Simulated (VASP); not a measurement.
# Ga3HN3: single point with PBE

Ga3HN3, a slab with vacuum:

```
N Ga H
1.0
     3.21651    0.00000    0.00000
     0.00000    3.21651    0.00000
     0.00000    0.00000   21.21981
N Ga H
3 3 1
Direct
  0.00000 0.50000 0.18850
  0.50000 0.00000 0.29569
  0.00000 0.50000 0.40300
  0.50000 0.50000 0.24209
  0.00000 0.00000 0.34710
  0.50000 0.50000 0.45805
  0.62500 0.50000 0.52896
```

```
Program             : VASP 6.6.1
Task                : single point
Functional          : PBE
Potentials or basis : VASP PAW PBE potentials, release 64 (N, Ga_d, H)
Cutoff              : 520 eV
k mesh              : 8 × 8 × 1
Occupations         : gaussian, width 0.05 eV
Spin                : collinear spin
Starting moments    : [0.0, 0.0, 0.0, 0.0, 0.0, 0.0, 1.0] μB
```

```
Largest force                                         : 2.387 eV/Å
Net moment                                            : -0.08 μB per cell
Site moments                                          : N -0.05, -0.02, +0.00; Ga -0.01, +0.00 (each value once); H +0.00 μB
Valence electrons inside the program's atomic spheres : N 3.46, 3.72, 3.68; Ga 11.81, 11.80, 11.71; H 0.53
```

Forces in eV/Å, atoms in the order of the input:
```
N    0.003  0.000  1.533
N    0.024  0.000  1.051
N    0.247  0.000  1.141
Ga   0.006  0.000 -2.387
Ga   0.057  0.000 -0.402
Ga   0.059  0.000 -0.939
H   -0.396  0.000  0.004
```

Levels at points of the mesh, in eV from the Fermi level:
Spin up:
| k point | band 24 | band 25 | band 26 | band 27 | band 28 | band 29 | band 30 | band 31 |
| --- | --- | --- | --- | --- | --- | --- | --- | --- |
| (0.00, 0.00, 0.00) | -2.08 | -1.89 | -0.69 | -0.07 | 0.65 | 0.77 | 2.97 | 3.53 |
| (0.50, 0.00, 0.00) | -2.42 | -2.01 | -1.64 | -0.34 | 0.90 | 1.54 | 3.25 | 4.79 |
| (0.00, 0.50, 0.00) | -2.50 | -1.90 | -1.09 | -0.11 | -0.08 | 0.09 | 3.16 | 4.67 |
| (0.50, 0.50, 0.00) | -3.76 | -3.71 | -2.59 | -0.70 | -0.53 | -0.47 | 3.20 | 4.42 |
Spin down:
```csv
k point,band 25,band 26,band 27,band 28,band 29,band 30
"(0.00, 0.00, 0.00)",-1.91,-0.88,-0.10,0.68,0.89,2.91
"(0.50, 0.00, 0.00)",-2.03,-1.69,-0.72,1.18,1.54,3.25
"(0.00, 0.50, 0.00)",-1.92,-0.93,-0.28,-0.15,-0.03,3.16
"(0.50, 0.50, 0.00)",-3.70,-2.62,-0.90,-0.45,-0.44,3.18
```

Wall time 11 min on 1 thread of Intel(R) Xeon(R) Platinum 8488C (Sapphire Rapids) (shared host), peak memory 0.56 GiB.
